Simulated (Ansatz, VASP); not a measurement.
MgO in VASP and in Ansatz

Contents of INCAR:

```
SYSTEM = MgO
PREC = Accurate
ENCUT = 600
EDIFF = 1E-6
ISMEAR = -1
SIGMA = 5E-4
LREAL = .FALSE.
LASPH = .TRUE.
NELM = 120
ALGO = Normal
ISIF = 2
LWAVE = .FALSE.
LCHARG = .FALSE.
GGA = PE
NBANDS = 11
GGA_COMPAT = .FALSE.
```

File KPOINTS:

```
regular mesh
0
G
  9 9 9
  0 0 0
```

Contents of POSCAR:

```
MgO
1.0
    0.0000000000      2.1525000000      2.1525000000
    2.1525000000      0.0000000000      2.1525000000
    2.1525000000      2.1525000000      0.0000000000
Mg O
1 1
Direct
    0.0000000000      0.0000000000      0.0000000000
    0.5000000000      0.5000000000      0.5000000000
```

Input for Ansatz:

```yaml
crystal:
  lattice:
    - [0.0, 2.1525, 2.1525]
    - [2.1525, 0.0, 2.1525]
    - [2.1525, 2.1525, 0.0]
  atoms:
    - { symbol: Mg, position: [0.0, 0.0, 0.0] }
    - { symbol: O, position: [0.5, 0.5, 0.5] }
hamiltonian:
  xc: pbe
  pseudopotentials: { kind: paw }
basis:
  ecutwfc: 420
kpoints:
  mp_grid: { grid: [9, 9, 9] }
scf:
  occupations: { method: fermi_dirac, width: 0.0005 }
  lower_state_search: "off"
  algorithm: density_mixing
  max_iter: 100
  mixing: {}
output:
  forces: true
  stress: true
```

Alike in both runs: task single point; functional PBE; k mesh 9 × 9 × 9; occupations fermi-dirac, width 0.0005 eV; no spin polarisation.

|  | VASP | Ansatz |
| --- | --- | --- |
| version | VASP 6.6.1 | Ansatz 0.2.0 |
| potentials or method | VASP PAW PBE potentials, release 64 (Mg, O), cutoff 600 eV | PAW, plane waves, scalar-relativistic |
| valence electrons in the cell | 8 | 16 |

Ansatz gave:

| Quantity | Value |
| --- | --- |
| pressure (GPa) | -5.0 |

**Question.** Estimate VASP's values.

**Answer.** Pressure (GPa): -6.0.

VASP's potentials hold 8 valence electrons a cell and Ansatz's 16, so a difference there can come from the potentials and not from the codes.
